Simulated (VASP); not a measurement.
**Sb: single point with r2SCAN**

The system is Sb.

```
CELL_PARAMETERS angstrom
2.90720 0.00000 0.00000
0.00000 2.90720 0.00000
0.00000 0.00000 3.28640
ATOMIC_POSITIONS crystal
Sb 0.00000 0.00000 0.00000
```

This cell differs from its parent crystal: strain -0.080 along x and y, +0.040 along z.

- Program: VASP 6.6.1
- Task: single point
- Functional: r2SCAN
- Potentials or basis: VASP PAW PBE potentials, release 64 (Sb)
- Cutoff: 520 eV
- k mesh: 16 × 16 × 16
- Occupations: gaussian, width 0.15 eV
- Spin: no spin polarisation

```yaml
Pressure: 6.2 GPa
Band_gap_on_the_k_mesh: zero (an odd number of electrons rules out a gap without spin polarisation)
```

Stress tensor (GPa, compression positive):
```
11.43  0.00  0.00
 0.00 11.43  0.00
 0.00  0.00 -4.18
```

Levels at points of the mesh, in eV from the Fermi level:
| k point | band 1 | band 2 | band 3 | band 4 | band 5 | band 6 |
| --- | --- | --- | --- | --- | --- | --- |
| (0.00, 0.00, 0.00) | -13.68 | 1.24 | 4.92 | 4.92 | 5.77 | 8.19 |
| (0.50, 0.00, 0.00) | -10.20 | -6.57 | 4.07 | 7.93 | 9.05 | 10.10 |
| (0.50, 0.50, 0.00) | -6.27 | -3.93 | -3.93 | 2.43 | 7.08 | 12.73 |
| (0.00, 0.00, 0.50) | -11.87 | -6.20 | 6.46 | 6.46 | 9.62 | 12.96 |
| (0.50, 0.00, 0.50) | -8.19 | -5.11 | -3.37 | 2.18 | 9.59 | 14.38 |
| (0.50, 0.50, 0.50) | -3.83 | -2.57 | -2.57 | -0.60 | 4.44 | 5.51 |

Wall time 2.5 min on 1 thread of Intel Xeon 8259CL, on a shared host, peak memory 0.21 GiB.

Caveat: the cell differs from its parent crystal (strain -0.080 along x and y, +0.040 along z); the cell stands under pressure; the PAW data sets were made with another functional, which shifts forces and pressure a little; spin-orbit coupling is left out, which moves the levels of the heavy elements.
